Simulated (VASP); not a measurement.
# AlN (I-4m2) in VASP: G0W0 quasiparticle levels with PBE

Aim: the G0W0 quasiparticle levels of AlN with PBE.

Program: VASP 6.6.1. These are calculated values, not measurements. Logs are shortened: lines on timing, memory, paths and dates and some standing lists are left out, and cuts for length are marked.

### 1 The cell of the first run

Symmetry: I-4m2, No. 119, tetragonal system. Conventional cell: a = 3.028 Å, b = 3.028 Å, c = 4.457 Å, α = 90.00°, β = 90.00°, γ = 90.00°. Within 2.5 Å of Al (site symmetry -4m2) lie 4 N at 1.88 Å. N (site symmetry -4m2) has 4 Al at 1.88 Å within 2.5 Å.

### 2 G0W0 quasiparticle levels, PBE

Input file POSCAR:

```
AlN
1.0
    0.0000000000      2.1411788842      2.2285739407
    2.1411788842      0.0000000000      2.2285739407
    2.1411788842      2.1411788842      0.0000000000
Al N
1 1
Direct
    0.0000000000      0.0000000000      0.0000000000
    0.2500000000      0.2500000000      0.2500000000
```

Input file INCAR.step1:

```
SYSTEM = AlN
PREC = Accurate ; ENCUT = 500
EDIFF = 1E-8 ; ISMEAR = 0
SIGMA = 0.01 ; LREAL = .FALSE.
LASPH = .TRUE. ; NELM = 100
ALGO = Normal ; LWAVE = .TRUE.
LCHARG = .FALSE. ; GGA = PE
```

Input file INCAR.step2:

```
SYSTEM = AlN
PREC = Accurate ; ENCUT = 500
EDIFF = 1E-8 ; ISMEAR = 0
SIGMA = 0.01 ; LREAL = .FALSE.
LASPH = .TRUE. ; NELM = 1
ALGO = Exact ; LWAVE = .TRUE.
LCHARG = .FALSE. ; GGA = PE
NBANDS = 89 ; LOPTICS = .TRUE.
ISTART = 1
```

Input file INCAR.step3:

```
SYSTEM = AlN
PREC = Accurate ; ENCUT = 500
EDIFF = 1E-8 ; ISMEAR = 0
SIGMA = 0.01 ; LREAL = .FALSE.
LASPH = .TRUE. ; ALGO = EVGW0
LWAVE = .FALSE. ; LCHARG = .FALSE.
GGA = PE ; NELMGW = 1
NBANDS = 89 ; ENCUTGW = 150.0
NOMEGA = 48 ; PRECFOCK = Fast
ISTART = 1 ; NBANDSGW = 12
```

Input file KPOINTS:

```
Automatic mesh
0
G
  6 6 6
  0 0 0
```

Potentials or basis: VASP PAW PBE potentials, release 64 (Al_GW, N_GW).

Launch:

```
$ cat potpaw_PBE.64/Al_GW/POTCAR potpaw_PBE.64/N_GW/POTCAR > POTCAR
$ cp INCAR.step1 INCAR
$ mpirun -np 1 vasp_std > vasp.out
$ cp INCAR.step2 INCAR
$ mpirun -np 1 vasp_std > vasp.out
$ cp INCAR.step3 INCAR
$ mpirun -np 1 vasp_std > vasp.out
```

OUTCAR:

```text
SYSTEM = AlN
   PREC = Accurate
   ENCUT = 500
   EDIFF = 1E-8
   ISMEAR = 0
   LREAL = .FALSE.
   LASPH = .TRUE.
   GGA = PE
   NELMGW = 1
   ENCUTGW = 150.0
   PRECFOCK = Fast
   ISTART = 1

 ion  position               nearest neighbor table
   1  0.000  0.000  0.000-   2 1.88   2 1.88   2 1.88   2 1.88
   2  0.250  0.250  0.250-   1 1.88   1 1.88   1 1.88   1 1.88

  LATTYP: Found a body centered tetragonal cell.
 ALAT       =     3.0280842175
 C/A-ratio  =     1.4719365649

  Lattice vectors:

 A1 = (  -2.1411788842,   0.0000000000,   2.2285739407)
 A2 = (   2.1411788842,   0.0000000000,   2.2285739407)
 A3 = (   0.0000000000,   2.1411788842,  -2.2285739407)

Analysis of symmetry for initial positions (statically):
=====================================================================
 Subroutine PRICEL returns:
 Original cell was already a primitive cell.

 Routine SETGRP: Setting up the symmetry group for a
 body centered tetragonal supercell.

 Subroutine GETGRP returns: Found  8 space group operations
 (whereof  8 operations were pure point group operations)
 out of a pool of 16 trial point group operations.

The static configuration has the point symmetry D_2d.

Analysis of symmetry for dynamics (positions and initial velocities):
=====================================================================
 Subroutine PRICEL returns:
 Original cell was already a primitive cell.

 Routine SETGRP: Setting up the symmetry group for a
 body centered tetragonal supercell.

 Subroutine GETGRP returns: Found  8 space group operations
 (whereof  8 operations were pure point group operations)
 out of a pool of 16 trial point group operations.

The dynamic configuration has the point symmetry D_2d.

 Subroutine INISYM returns: Found  8 space group operations
 (whereof  8 operations are pure point group operations),
 and found     1 'primitive' translations

[... 92 lines left out ...]
   ENCUT  =  500.0 eV  36.75 Ry    6.06 a.u.   5.63  5.63  5.52*2*pi/ulx,y,z
   NELM   =     60;   NELMIN=  2; NELMDL=  0     # of ELM steps
   EDIFF  = 0.1E-07   stopping-criterion for ELM
   LREAL  =      F    real-space projection
   EDIFFG = 0.1E-06   stopping-criterion for IOM
   NSW    =      0    number of steps for IOM
   IBRION =     -1    ionic relax: 0-MD 1-quasi-New 2-CG
   NFREE  =      0    steps in history (QN), initial steepest desc. (CG)
   ISIF   =      0    stress and relaxation
   ISYM   =      3    0-nonsym 1-usesym 2-fastsym
   POTIM  = 0.5000    time-step for ionic-motion
   TEBEG  =    0.0;   TEEND  =   0.0 temperature during run
   PSTRESS=    0.0 pullay stress
   NELECT =       8.0000    total number of electrons
   NUPDOWN=      -1.0000    fix difference up-down
   EMIN   =  10.00;   EMAX   =-10.00  energy-range for DOS
   EFERMI =   0.00;   METHOD = LEGACY
   ISMEAR =     0;   SIGMA  =   0.01  broadening in eV -4-tet -1-fermi 0-gaus
   EFERMI_NEDOS =   21; number of points for ismear=-14 and -15
   IALGO  =     38    algorithm
   IMIX   =      4    mixing-type and parameters
     AMIX     =   0.40;   BMIX     =  1.00
     AMIX_MAG =   1.60;   BMIX_MAG =  1.00
  volume/ion in A,a.u.               =      10.22        68.95
  Fermi-wavevector in a.u.,A,eV,Ry     =   1.197615  2.263164 19.514583  1.434281
  Thomas-Fermi vector in A             =   2.333525
   LORBIT       =      0    0 simple, 1 ext, 2 COOP (PROOUT), +10 PAW based schemes
   GGA     = PE    functional components
   LHFCALC =     T    Hartree Fock is set to
   PRECFOCK=fast      Normal, Fast or Accurate (Low or Medium for compatibility)
   ENCUT4O =  -1.0   cutoff for four orbital integrals eV
   NKREDX  =     1    reduce k-point grid by
   NKREDY  =     1    reduce k-point grid by
   NKREDZ  =     1    reduce k-point grid by
   AEXX    =    1.0000 exact exchange contribution
   HFSCREEN=    0.0000 screening length (either q_TF or 0.3 A-1)
   HFSCREENC=   0.0000 screening length for correlation (either q_TF or 0.3 A-1)
   ENCUTFOCK=  -1.0 apply spherical cutoff to Coloumb kernel
   IVDW    =     0    specifies the selected vdW correction
   LEPSILON=     F    determine dielectric tensor
   LRPA    =     F    only Hartree local field effects (RPA)
   LRPAFORCE           =     F    calculate RPA forces
   ENCUTGW             = 150.0    cutoff for response function in eV
   ENCUTGWSOFT         = 120.0    soft cutoff for Coulomb kernel in GW response function in eV
   ENCUTLF             =  -1.0    cutoff for local field effects
   NELMGW              =     1    number of iterations in solving QP/BSE equation
   NELMHF              =     1    number of iterations in the inner HF iteration
   NKREDLFX            =     1    NKREDLFY  =   1   NKREDLFZ  =   1
 non-spin polarized calculation
 Gauss-broadening in eV      SIGMA  =   0.01
  energy-cutoff  :      500.00
  volume of cell :       20.43
 maximum number of plane-waves:       540
 NGX is ok and might be reduce to    24
  NGX = 14; NGY = 14; NGZ = 14
   NGX = 11   NGY = 11   NGZ = 11
 maximum number of plane-waves:        92
 NGX is ok and might be reduce to    14

 QP shifts <psi_nk| G(iteration)W_0 |psi_nk>: iteration 1
 for sc-GW calculations column KS-energies equals QP-energies in previous step
 and V_xc(KS)=  KS-energies - (<T + V_ion + V_H > + <T+V_H+V_ion>^1  + <V_x>^1)

 k-point   1 :       0.0000    0.0000    0.0000
  band No.  KS-energies  QP-energies   sigma(KS)   V_xc(KS)     V^pw_x(r,r')   Z            occupation Imag(sigma)

      1      -9.9832     -11.5039     -16.9044     -14.8077     -24.8215       0.7253       2.0000       1.2797
      2       4.9992       4.1087     -17.9417     -16.7973     -20.8506       0.7781       2.0000       0.0955
      3       5.1813       4.3035     -17.9429     -16.8131     -20.8567       0.7770       2.0000       0.0956
      4       5.1813       4.3035     -17.9429     -16.8131     -20.8567       0.7770       2.0000       0.0956
      5       9.4739      10.2129     -11.6648     -12.5791      -7.8818       0.8083       0.0000      -0.0584
      6      17.8515      18.8254      -9.1099     -10.3247      -4.0622       0.8017       0.0000      -0.1267
      7      17.8515      18.8254      -9.1099     -10.3247      -4.0622       0.8017       0.0000      -0.1267
      8      17.8870      18.8640      -9.1632     -10.3784      -4.1091       0.8039       0.0000      -0.1258
      9      22.2012      23.1756      -9.2289     -10.4517      -3.7805       0.7968       0.0000      -0.2599
     10      23.4228      23.9246      -8.8690      -9.5114      -2.5887       0.7811       0.0000      -0.6260
     11      23.6168      24.6265      -9.2636     -10.5335      -3.6522       0.7951       0.0000      -0.3117
     12      24.9055      25.4575      -9.1332      -9.8342      -2.6351       0.7874       0.0000      -0.8349
[... 356 lines left out ...]
      1      -7.3813      -8.7726     -18.5645     -16.6464     -26.0889       0.7254       2.0000       0.9391
      2       0.5895      -0.6528     -15.3409     -13.6598     -19.1525       0.7390       2.0000       0.1691
      3       2.5289       1.3647     -16.0334     -14.5064     -19.3047       0.7624       2.0000       0.1153
      4       3.4980       2.4135     -16.9302     -15.5184     -20.1185       0.7681       2.0000       0.1051
      5       9.7757      10.3408      -9.4540     -10.1457      -5.5187       0.8169       0.0000      -0.0698
      6      14.6744      15.5441      -9.6296     -10.6989      -5.1107       0.8133       0.0000      -0.0846
      7      18.3495      19.5814     -12.0142     -13.6169      -6.3547       0.7687       0.0000      -0.2061
      8      19.6198      20.6357     -10.5549     -11.8755      -4.6365       0.7693       0.0000      -0.2842
      9      20.8618      21.8939     -10.7314     -12.0880      -4.5124       0.7608       0.0000      -0.3546
     10      26.8088      27.7310      -9.3463     -10.5316      -2.8613       0.7780       0.0000      -0.5993
     11      29.3156      30.5245     -10.6207     -12.1596      -3.8416       0.7855       0.0000      -0.9427
     12      31.3763      32.6591     -10.1959     -11.8024      -3.7349       0.7985       0.0000      -0.9303

 [... further k-points ...]
```

OUTCAR.step1:

```text
SYSTEM = AlN
   PREC = Accurate
   ENCUT = 500
   EDIFF = 1E-8
   ISMEAR = 0
   LREAL = .FALSE.
   LASPH = .TRUE.
[... 486 lines left out ...]
      0.00000      0.00000      0.00000         0.000000      0.000000     -0.000000
      1.07059      1.07059      1.11429        -0.000000     -0.000000      0.000000
 -----------------------------------------------------------------------------------
    total drift:                               -0.000000     -0.000000     -0.000001

  FREE ENERGIE OF THE ION-ELECTRON SYSTEM (eV)
  ---------------------------------------------------
  free  energy   TOTEN  =       -14.8440856392 eV

  energy  without entropy=      -14.8440856392  energy(sigma->0) =      -14.84408564
```

OUTCAR.step2:

```text
SYSTEM = AlN
   PREC = Accurate
   ENCUT = 500
   EDIFF = 1E-8
[... 1015 lines left out ...]
  --------------------------------------------------------------------------------------------------------------
     0.00000     4.81343     4.81343     4.78929    -0.00000     0.00000     0.00000
     1.88403     5.04302     5.04302     5.00307    -0.00000     0.00000     0.00000
     3.76806     6.22887     6.22887     6.02116    -0.00000     0.00000     0.00000
     5.65208    10.13017    10.13017     8.80230    -0.00000     0.00000     0.00000
     7.53611     3.05733     3.05733     8.73312    -0.00000     0.00000    -0.00000
     9.42014     3.12148     3.12148     2.81546    -0.00000    -0.00000     0.00000
[... 92 lines left out ...]
   184.63476     0.98383     0.98383     0.98382     0.00000    -0.00000    -0.00000
   186.51879     0.98418     0.98418     0.98417     0.00000    -0.00000    -0.00000
```

Run time: 3.7 min. Hardware: 1 thread of Intel Xeon 6975P-C (Granite Rapids), shared host; peak memory 0.43 GiB.

What came out:

```
Band gap on the k mesh, mean-field level : 3.21 eV, indirect (least direct gap 4.29 eV)
Quasiparticle gap                        : 4.54 eV
Least direct quasiparticle gap           : 5.91 eV
```

Levels at points of the mesh, in eV from the valence-band top:
| k point | band 1 | band 2 | band 3 | band 4 | band 5 | band 6 | band 7 | band 8 |
| --- | --- | --- | --- | --- | --- | --- | --- | --- |
| (0.00, 0.00, 0.00) | -15.16 | -0.18 | 0.00 | 0.00 | 4.29 | 12.67 | 12.67 | 12.71 |
| (0.50, 0.00, 0.00) | -13.05 | -6.01 | -0.72 | -0.37 | 7.41 | 9.93 | 10.93 | 11.58 |
| (0.50, 0.50, 0.00) | -12.52 | -5.29 | -1.63 | -1.63 | 3.40 | 9.07 | 13.67 | 16.12 |
| (0.50, 0.00, 0.50) | -12.34 | -4.90 | -1.97 | -1.96 | 3.21 | 8.46 | 14.38 | 15.18 |

Caveat: bands, screening cutoff and mesh are small and nothing is extrapolated, so the quasiparticle values aren't converged.
